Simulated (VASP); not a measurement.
# K (Pm-3m) in VASP: notebook

Runs on K. Level: PBEsol. Tasks: single point, relaxation of cell and atoms.

Everything below comes from runs of VASP 6.6.1. Logs are shortened: lines on timing, memory, paths and dates and some standing lists are left out, and cuts for length are marked.

## (1) The cell of the first run

The structure is cubic, space group Pm-3m (No. 221). The conventional cell has a = 4.311 Å, b = 4.311 Å, c = 4.311 Å, α = 90.00°, β = 90.00°, γ = 90.00°. Within 5.7 Å of K (site symmetry m-3m) lie 6 K at 4.31 Å.

This isn't the form of K at room conditions, which is bcc.

## (2) Single point, PBEsol

INCAR reads:

```
PREC = Accurate ; ENCUT = 520
EDIFF = 1E-6 ; ISMEAR = 0
SIGMA = 0.1 ; LREAL = False
LASPH = True ; NELM = 60
ALGO = Fast ; ISIF = 2
LWAVE = False ; LCHARG = False
GGA = PS ; NBANDS = 10
```

KPOINTS reads:

```
Automatic mesh
0
Gamma
  4 4 4
```

POSCAR reads:

```
K
1.0
    4.3112069062      0.0000000000      0.0000000000
    0.0000000000      4.3112069062      0.0000000000
    0.0000000000      0.0000000000      4.3112069062
K
1
Direct
    0.0000000000      0.0000000000      0.0000000000
```

Potentials or basis: VASP PAW PBE potentials, release 64 (K_sv).

Command:

```sh
> cat potpaw_PBE.64/K_sv/POTCAR > POTCAR
> mpirun -np 1 vasp_std > vasp.out
```

OUTCAR:

```text
PREC = Accurate
   ENCUT = 520
   EDIFF = 1E-6
   ISMEAR = 0
   LREAL = False
   LASPH = True
   NELM = 60
   ISIF = 2
   GGA = PS

 ion  position               nearest neighbor table
   1  0.000  0.000  0.000-

  LATTYP: Found a simple cubic cell.
 ALAT       =     4.3112069062

  Lattice vectors:

 A1 = (   4.3112069062,   0.0000000000,   0.0000000000)
 A2 = (   0.0000000000,   4.3112069062,   0.0000000000)
 A3 = (   0.0000000000,   0.0000000000,   4.3112069062)

Analysis of symmetry for initial positions (statically):
=====================================================================
 Subroutine PRICEL returns:
 Original cell was already a primitive cell.

 Routine SETGRP: Setting up the symmetry group for a
 simple cubic supercell.

 Subroutine GETGRP returns: Found 48 space group operations
 (whereof 48 operations were pure point group operations)
 out of a pool of 48 trial point group operations.

The static configuration has the point symmetry O_h .

Analysis of symmetry for dynamics (positions and initial velocities):
=====================================================================
 Subroutine PRICEL returns:
 Original cell was already a primitive cell.

 Routine SETGRP: Setting up the symmetry group for a
 simple cubic supercell.

 Subroutine GETGRP returns: Found 48 space group operations
 (whereof 48 operations were pure point group operations)
 out of a pool of 48 trial point group operations.

The dynamic configuration has the point symmetry O_h .

 Subroutine INISYM returns: Found 48 space group operations
 (whereof 48 operations are pure point group operations),
 and found     1 'primitive' translations

----------------------------------------------------------------------------------------

                                     Primitive cell

  volume of cell :      80.1303

  direct lattice vectors                    reciprocal lattice vectors
     4.311206906  0.000000000  0.000000000     0.231953609  0.000000000  0.000000000
     0.000000000  4.311206906  0.000000000     0.000000000  0.231953609  0.000000000
     0.000000000  0.000000000  4.311206906     0.000000000  0.000000000  0.231953609

  length of vectors
     4.311206906  4.311206906  4.311206906     0.231953609  0.231953609  0.231953609

  position of ions in fractional coordinates (direct lattice)
     0.000000000  0.000000000  0.000000000

  ion indices of the primitive-cell ions
   primitive index   ion index
                 1           1

----------------------------------------------------------------------------------------

 KPOINTS: Automatic mesh

Automatic generation of k-mesh.
 Grid dimensions read from file:
 generate k-points for:    4    4    4

 Generating k-lattice:

  Cartesian coordinates                     Fractional coordinates (reciprocal lattice)
     0.057988402  0.000000000  0.000000000     0.250000000  0.000000000  0.000000000
     0.000000000  0.057988402  0.000000000     0.000000000  0.250000000  0.000000000
     0.000000000  0.000000000  0.057988402     0.000000000  0.000000000  0.250000000

  Length of vectors
     0.057988402  0.057988402  0.057988402

  Shift w.r.t. Gamma in fractional coordinates (k-lattice)
     0.000000000  0.000000000  0.000000000

 Subroutine IBZKPT returns following result:
 ===========================================

 Found     10 irreducible k-points:

 Following reciprocal coordinates:
            Coordinates               Weight
  0.000000  0.000000  0.000000      1.000000
  0.250000  0.000000  0.000000      6.000000
  0.500000  0.000000  0.000000      3.000000
  0.250000  0.250000  0.000000     12.000000
  0.500000  0.250000  0.000000     12.000000
  0.500000  0.500000  0.000000      3.000000
  0.250000  0.250000  0.250000      8.000000
  0.500000  0.250000  0.250000     12.000000
  0.500000  0.500000  0.250000      6.000000
  0.500000  0.500000  0.500000      1.000000
   k-points           NKPTS =     10   k-points in BZ     NKDIM =     10   number of bands    NBANDS=     10
   number of dos      NEDOS =    301   number of ions     NIONS =      1
   total plane-waves  NPLWV =  32768
   dimension x,y,z NGX =    32 NGY =   32 NGZ =   32
   dimension x,y,z NGXF=    64 NGYF=   64 NGZF=   64
   ions per type =               1
   NGX,Y,Z   is equivalent  to a cutoff of  12.34, 12.34, 12.34 a.u.
   NGXF,Y,Z  is equivalent  to a cutoff of  24.68, 24.68, 24.68 a.u.
 SYSTEM =  unknown system
   PREC   = accura    normal or accurate (medium, high low for compatibility)
   ISTART =      0    job   : 0-new  1-cont  2-samecut
   ICHARG =      2    charge: 1-file 2-atom 10-const
   ISPIN  =      1    spin polarized calculation?
   LNONCOLLINEAR =      F non collinear calculations
   LSORBIT =      F    spin-orbit coupling
   LASPH  =      T    aspherical Exc in radial PAW
   ENCUT  =  520.0 eV  38.22 Ry    6.18 a.u.   8.02  8.02  8.02*2*pi/ulx,y,z
   NELM   =     60;   NELMIN=  2; NELMDL= -5     # of ELM steps
   EDIFF  = 0.1E-05   stopping-criterion for ELM
   LREAL  =      F    real-space projection
   EDIFFG = 0.1E-04   stopping-criterion for IOM
   NSW    =      0    number of steps for IOM
   IBRION =     -1    ionic relax: 0-MD 1-quasi-New 2-CG
   NFREE  =      0    steps in history (QN), initial steepest desc. (CG)
   ISIF   =      2    stress and relaxation
   ISYM   =      2    0-nonsym 1-usesym 2-fastsym
   POTIM  = 0.5000    time-step for ionic-motion
   TEBEG  =    0.0;   TEEND  =   0.0 temperature during run
   PSTRESS=    0.0 pullay stress
   NELECT =       9.0000    total number of electrons
   NUPDOWN=      -1.0000    fix difference up-down
   EMIN   =  10.00;   EMAX   =-10.00  energy-range for DOS
   EFERMI =   0.00;   METHOD = LEGACY
   ISMEAR =     0;   SIGMA  =   0.10  broadening in eV -4-tet -1-fermi 0-gaus
   EFERMI_NEDOS =   21; number of points for ismear=-14 and -15
   IALGO  =     68    algorithm
   IMIX   =      4    mixing-type and parameters
     AMIX     =   0.40;   BMIX     =  1.00
     AMIX_MAG =   1.60;   BMIX_MAG =  1.00
  volume/ion in A,a.u.               =      80.13       540.75
  Fermi-wavevector in a.u.,A,eV,Ry     =   0.789872  1.492642  8.488648  0.623898
  Thomas-Fermi vector in A             =   1.895101
   LORBIT       =      0    0 simple, 1 ext, 2 COOP (PROOUT), +10 PAW based schemes
   GGA     = PS    functional components
   LHFCALC =     F    Hartree Fock is set to
   AEXX    =    0.0000 exact exchange contribution
   IVDW    =     0    specifies the selected vdW correction
   LEPSILON=     F    determine dielectric tensor
   LRPA    =     F    only Hartree local field effects (RPA)
 non-spin polarized calculation
 RMM-DIIS sequential band-by-band and
 Gauss-broadening in eV      SIGMA  =   0.10
  energy-cutoff  :      520.00
  volume of cell :       80.13
 maximum number of plane-waves:      2176
   NGX = 17   NGY = 17   NGZ = 17

 number of electron       9.0000003 magnetization

 Free energy of the ion-electron system (eV)
  ---------------------------------------------------
  ext. energy  EPLUGINS =         0.00000000
  ---------------------------------------------------
  free energy    TOTEN  =        -1.03652242 eV

  energy without entropy =       -1.03410799  energy(sigma->0) =       -1.03531520

 E-fermi :  -0.1031     XC(G=0):  -5.4814

 val. band max:       -0.1335628661   @ k =   0.5000   0.0000   0.0000
 cond. band min:       0.1917491723   @ k =   0.5000   0.2500   0.0000
 fundamental gap:      0.3253120384
 Fermi energy:        -0.1031011108

 k-point     1 :       0.0000    0.0000    0.0000
  band No.  band energies     occupation
      1     -32.5220      2.00000
      2     -16.0235      2.00000
      3     -16.0235      2.00000
      4     -16.0235      2.00000
      5      -2.3657      2.00000
      6       2.5686      0.00000
      7       2.5686      0.00000
      8       5.9215      0.00000
      9       5.9795      0.00000
     10       5.9916      0.00000

 k-point     2 :       0.2500    0.0000    0.0000
  band No.  band energies     occupation
      1     -32.5199      2.00000
      2     -16.0659      2.00000
      3     -16.0199      2.00000
      4     -16.0199      2.00000
      5      -1.8009      2.00000
      6       1.7601      0.00000
      7       2.8327      0.00000
      8       4.7739      0.00000
      9       4.7739      0.00000
     10       5.3676      0.00000

 k-point     3 :       0.5000    0.0000    0.0000
  band No.  band energies     occupation
      1     -32.5178      2.00000
      2     -16.1078      2.00000
      3     -16.0163      2.00000
      4     -16.0163      2.00000
      5      -0.3685      1.99983
      6      -0.1336      1.33338
      7       3.1719      0.00000
      8       4.3350      0.00000
      9       4.3350      0.00000
     10       5.9941      0.00000

 k-point     4 :       0.2500    0.2500    0.0000
  band No.  band energies     occupation
      1     -32.5179      2.00000
      2     -16.0625      2.00000
      3     -16.0605      2.00000
      4     -16.0164      2.00000
      5      -1.2566      2.00000
      6       2.1306      0.00000
      7       2.1576      0.00000
      8       3.8354      0.00000
      9       4.8008      0.00000
     10       5.2503      0.00000

 k-point     5 :       0.5000    0.2500    0.0000
  band No.  band energies     occupation
      1     -32.5158      2.00000
      2     -16.1025      2.00000
      3     -16.0571      2.00000
      4     -16.0129      2.00000
      5       0.1917      0.00003
      6       0.2433      0.00000
      7       3.0583      0.00000
      8       3.0911      0.00000
      9       4.5342      0.00000
     10       5.2346      0.00000

 k-point     6 :       0.5000    0.5000    0.0000
  band No.  band energies     occupation
      1     -32.5137      2.00000
      2     -16.0973      2.00000
      3     -16.0973      2.00000
      4     -16.0095      2.00000
      5       0.8369      0.00000
      6       1.7416      0.00000
      7       1.8196      0.00000
      8       1.8196      0.00000
      9       4.7698      0.00000
     10       4.7699      0.00000

 k-point     7 :       0.2500    0.2500    0.2500
  band No.  band energies     occupation
      1     -32.5158      2.00000
      2     -16.0591      2.00000
      3     -16.0563      2.00000
      4     -16.0563      2.00000
      5      -0.7379      2.00000
      6       2.3673      0.00000
      7       2.3673      0.00000
      8       3.2063      0.00000
      9       4.2491      0.00000
     10       4.2491      0.00000

 k-point     8 :       0.5000    0.2500    0.2500
  band No.  band energies     occupation
      1     -32.5138      2.00000
      2     -16.0975      2.00000
      3     -16.0538      2.00000
      4     -16.0521      2.00000
      5       0.5352      0.00000
      6       0.8075      0.00000
      7       2.8199      0.00000
      8       3.4222      0.00000
      9       4.0834      0.00000
     10       4.0855      0.00000

 k-point     9 :       0.5000    0.5000    0.2500
  band No.  band energies     occupation
      1     -32.5117      2.00000
      2     -16.0925      2.00000
      3     -16.0925      2.00000
      4     -16.0488      2.00000
      5       1.2540      0.00000
      6       1.8949      0.00000
      7       1.8949      0.00000
      8       2.5373      0.00000
      9       4.3176      0.00000
     10       4.3176      0.00000

 k-point    10 :       0.5000    0.5000    0.5000
  band No.  band energies     occupation
      1     -32.5097      2.00000
      2     -16.0876      2.00000
      3     -16.0876      2.00000
      4     -16.0876      2.00000
      5       1.9800      0.00000
      6       1.9800      0.00000
      7       1.9800      0.00000
      8       3.9342      0.00000
      9       3.9342      0.00000
     10       3.9398      0.00000

------------------------ aborting loop because EDIFF is reached ----------------------------------------

  FORCE on cell =-STRESS in cart. coord.  units (eV):
  Direction    XX          YY          ZZ          XY          YZ          ZX
  --------------------------------------------------------------------------------------
  -------------------------------------------------------------------------------------
  Total       -0.0795716     -0.0795716     -0.0795716      0.0000000     -0.0000000      0.0000000
  in kB       -1.5910075     -1.5910075     -1.5910075      0.0000000     -0.0000000      0.0000000
  external PRESSURE =      -1.5910075 kB  Pullay stress =       0.0000000 kB

 VOLUME and BASIS-vectors are now :
 -----------------------------------------------------------------------------
  energy-cutoff  :      520.00
  volume of cell :       80.13
      direct lattice vectors                 reciprocal lattice vectors
     4.311206906  0.000000000  0.000000000     0.231953609  0.000000000  0.000000000
     0.000000000  4.311206906  0.000000000     0.000000000  0.231953609  0.000000000
     0.000000000  0.000000000  4.311206906     0.000000000  0.000000000  0.231953609

 POSITION                                       TOTAL-FORCE (eV/Angst)
 -----------------------------------------------------------------------------------
      0.00000      0.00000      0.00000         0.000000      0.000000      0.000000
 -----------------------------------------------------------------------------------
    total drift:                               -0.000000      0.000000      0.000000

  FREE ENERGIE OF THE ION-ELECTRON SYSTEM (eV)
  ---------------------------------------------------
  free  energy   TOTEN  =        -1.0365224159 eV

  energy  without entropy=       -1.0341079896  energy(sigma->0) =       -1.03531520
```

Wall time 11 s (1 thread of Oxide Virtual Turin-like, shared host); peak memory 0.13 GiB.

Results:

```yaml
Free_energy: -1.0365 eV
Pressure: -0.2 GPa
Band_gap_on_the_k_mesh: zero (an odd number of electrons rules out a gap without spin polarisation)
```

Caveat: the k points lie up to 0.36 Å⁻¹ apart, too coarse for converged energies and pressures of a metal; the PAW data sets were made with another functional, which shifts forces and pressure a little.

## (3) Single point, PBEsol

This run uses another cell than the first one, of 75.63 Å³/atom.

INCAR reads:

```
PREC = Accurate ; ENCUT = 520
EDIFF = 1E-7 ; ISMEAR = 0
SIGMA = 0.1 ; LREAL = False
LASPH = True ; NELM = 100
ALGO = Normal ; ISIF = 2
LWAVE = False ; LCHARG = False
GGA = PS ; NBANDS = 10
```

KPOINTS reads:

```
Automatic mesh
0
Gamma
  14 14 14
```

POSCAR reads:

```
K
1.0
    4.2288497787      0.0000000000      0.0000000000
    0.0000000000      4.2288497787      0.0000000000
    0.0000000000      0.0000000000      4.2288497787
K
1
Direct
    0.0000000000      0.0000000000      0.0000000000
```

Potentials or basis: VASP PAW PBE potentials, release 64 (K_sv).

Command:

```sh
> cat potpaw_PBE.64/K_sv/POTCAR > POTCAR
> mpirun -np 1 vasp_std > vasp.out
```

It took 62 s on 1 thread of Oxide Virtual Turin-like, shared host; peak memory 0.19 GiB.

The run converged. Its results:

* Free energy: -1.0281 eV
* Pressure: 0.0 GPa
* Band gap on the k mesh: zero (an odd number of electrons rules out a gap without spin polarisation)

Levels at points of the mesh, in eV from the Fermi level:
| k point | band 2 | band 3 | band 4 | band 5 | band 6 | band 7 |
| --- | --- | --- | --- | --- | --- | --- |
| (0.00, 0.00, 0.00) | -15.69 | -15.69 | -15.69 | -2.14 | 2.88 | 2.88 |
| (0.50, 0.00, 0.00) | -15.79 | -15.68 | -15.68 | -0.05 | 0.17 | 3.50 |
| (0.50, 0.50, 0.00) | -15.78 | -15.78 | -15.67 | 1.10 | 2.13 | 2.23 |
| (0.50, 0.50, 0.50) | -15.76 | -15.76 | -15.76 | 2.28 | 2.28 | 2.28 |

Caveat: the PAW data sets were made with another functional, which shifts forces and pressure a little.

## (4) Relaxation of cell and atoms, PBEsol

INCAR reads:

```
SYSTEM = K
  PREC = Accurate
  ENCUT = 600
  EDIFF = 1E-7
  ISMEAR = 0
  SIGMA = 0.1
  LREAL = .False.
  LASPH = .True.
  NELM = 60
  ALGO = Fast
  ISIF = 3
  LWAVE = .False.
  LCHARG = .False.
  GGA = PS
  IBRION = 2
  NSW = 100
  EDIFFG = -0.01
```

KPOINTS reads:

```
regular mesh
0
Gamma
  14 14 14
  0 0 0
```

POSCAR reads:

```
K
1.0
    4.3112069062      0.0000000000      0.0000000000
    0.0000000000      4.3112069062      0.0000000000
    0.0000000000      0.0000000000      4.3112069062
K
1
Direct
    0.0000000000      0.0000000000      0.0000000000
```

Command:

```sh
> cat potpaw_PBE.64/K_sv/POTCAR > POTCAR
> mpirun -np 1 vasp_std > vasp.out
```

Wall time 9.5 min (1 thread of Oxide Virtual Turin-like, shared host); peak memory 0.25 GiB.

Results (log left out):

* Free energy: -1.0282 eV
* Relaxed volume: 76.02 Å³/atom
* Relaxed cell: a = 4.236 Å, b = 4.236 Å, c = 4.236 Å, α = 90.00°, β = 90.00°, γ = 90.00°
* Space group after relaxing (to 0.1 Å): Pm-3m (No. 221)
* Energy gained by relaxing: 2.0 meV/atom
* Ionic steps: 5
* Pressure after relaxing: 0.0 GPa
* Band gap on the k mesh: zero (an odd number of electrons rules out a gap without spin polarisation)

Step by step:
```tsv
step	energy change (eV)	largest force (eV/Å)	pressure (GPa)	volume (Å³)
1	0.0000	0.0000	-0.14	80.13
2	-0.0007	0.0000	-0.12	79.30
3	-0.0018	0.0000	-0.04	77.10
4	-0.0007	0.0000	0.13	72.82
5	-0.0020	0.0000	0.00	76.02
```

Final structure:
```cif
data_structure
_symmetry_space_group_name_H-M 'P 1'
_symmetry_Int_Tables_number 1
_cell_length_a 4.2361
_cell_length_b 4.2361
_cell_length_c 4.2361
_cell_angle_alpha 90.000
_cell_angle_beta 90.000
_cell_angle_gamma 90.000
_cell_volume 76.02
loop_
_atom_site_label
_atom_site_type_symbol
_atom_site_fract_x
_atom_site_fract_y
_atom_site_fract_z
_atom_site_occupancy
K1 K 0.00000 0.00000 0.00000 1
```

Levels at points of the mesh, in eV from the Fermi level:
```tsv
k point	band 2	band 3	band 4	band 5	band 6	band 7
(0.00, 0.00, 0.00)	-15.69	-15.69	-15.69	-2.13	2.88	2.88
(0.50, 0.00, 0.00)	-15.79	-15.68	-15.68	-0.05	0.17	3.50
(0.50, 0.50, 0.00)	-15.78	-15.78	-15.67	1.10	2.13	2.22
(0.50, 0.50, 0.50)	-15.77	-15.77	-15.77	2.28	2.28	2.28
```

Caveat: the PAW data sets were made with another functional, which shifts forces and pressure a little.

## (5) Summary

```tsv
task	cell	k mesh	cutoff (eV)	gap on the mesh (eV)	pressure (GPa)
single point	a = 4.311 Å, 1 atom	4 × 4 × 4	520	none	-0.2
single point	a = 4.229 Å, 1 atom	14 × 14 × 14	520	none	0.0
relaxation of cell and atoms	relaxed from a = 4.311 Å, 1 atom	14 × 14 × 14	600	none	0.0
```

Alike in all rows: level PBEsol; potentials or basis VASP PAW PBE potentials, release 64 (K_sv); no spin polarisation; smearing gaussian 0.1 eV.

Caveats: some runs use coarse meshes; the PAW data sets were made with another functional, which shifts forces and pressure a little.

Absolute energies hang on the potentials; compare differences alone.

The gap in the log of VASP goes by the Fermi energy; the results here count the filled bands.